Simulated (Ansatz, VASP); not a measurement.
## BN: VASP beside Ansatz

File POSCAR:

```
BN
1.0
    2.5938440364      0.0000000000      0.0000000000
   -1.2969220182      2.2463348289      0.0000000000
    0.0000000000      0.0000000000      4.2903424648
B N
2 2
Direct
    0.3333333333      0.6666666667      0.0002034648
    0.6666666667      0.3333333333      0.5002034648
    0.3333333333      0.6666666667      0.3747965352
    0.6666666667      0.3333333333      0.8747965352
```

Contents of INCAR.step1:

```
SYSTEM = BN
PREC = Accurate ; ENCUT = 520
ISMEAR = 0 ; SIGMA = 0.01
LREAL = .FALSE. ; LASPH = .TRUE.
NELM = 60 ; NBANDS = 16
GGA = PE ; ALGO = Normal
EDIFF = 1E-4 ; LWAVE = .TRUE.
LCHARG = .FALSE.
```

Contents of INCAR.step2:

```
SYSTEM = BN
PREC = Accurate ; ENCUT = 520
EDIFF = 1E-6 ; ISMEAR = 0
SIGMA = 0.01 ; LREAL = .FALSE.
LASPH = .TRUE. ; NELM = 60
ALGO = Normal ; ISIF = 2
LWAVE = .FALSE. ; LCHARG = .TRUE.
METAGGA = R2SCAN ; LMIXTAU = .TRUE.
LELF = .TRUE. ; LVHAR = .TRUE.
NBANDS = 16 ; ISTART = 1
```

KPOINTS

```
Automatic mesh
0
G
  9 9 6
  0 0 0
```

Input for Ansatz:

```yaml
crystal:
  lattice:
    - [2.5938440364, 0.0, 0.0]
    - [-1.2969220182, 2.2463348289, 0.0]
    - [0.0, 0.0, 4.2903424648]
  atoms:
    - { symbol: B, position: [0.3333333333, 0.6666666667, 0.0002034648] }
    - { symbol: B, position: [0.6666666667, 0.3333333333, 0.5002034648] }
    - { symbol: "N", position: [0.3333333333, 0.6666666667, 0.3747965352] }
    - { symbol: "N", position: [0.6666666667, 0.3333333333, 0.8747965352] }
kpoints:
  mp_grid: { grid: [9, 9, 6] }
hamiltonian:
  xc: r2scan
scf:
  occupations: { method: fixed }
  n_extra_bands: 5
output:
  forces: true
  stress: true
  eigenvalues: true
```

Alike in both runs: task single point; functional r2SCAN; k mesh 9 × 9 × 6; no spin polarisation.

|  | VASP | Ansatz |
| --- | --- | --- |
| version | VASP 6.6.1 | Ansatz 0.2.0 |
| potentials or method | VASP PAW PBE potentials, release 64 (B, N) | plane waves, PAW |
| plane-wave cutoff (eV) | 520 | 500 |
| occupations | gaussian, width 0.01 eV | fixed |
| valence electrons in the cell | 16 | 16 |

Ansatz gave:

```
gap on the k mesh at the Fermi level (eV)                     : 5.82
pressure (GPa)                                                : -20.5
traceless stress, the component that is largest in VASP (GPa) : -0.16
rms of the force components (eV/Å)                            : 0.025
```

Problem. Estimate VASP's values.

Solution. gap on the k mesh at the Fermi level (eV): 5.79; pressure (GPa): -19.6; traceless stress, the component that is largest in VASP (GPa): -0.17; rms of the force components (eV/Å): 0.023.

VASP's potentials were made for PBE, not for r2SCAN. Atom by atom the forces differ by 0.002 eV/Å (rms over components).
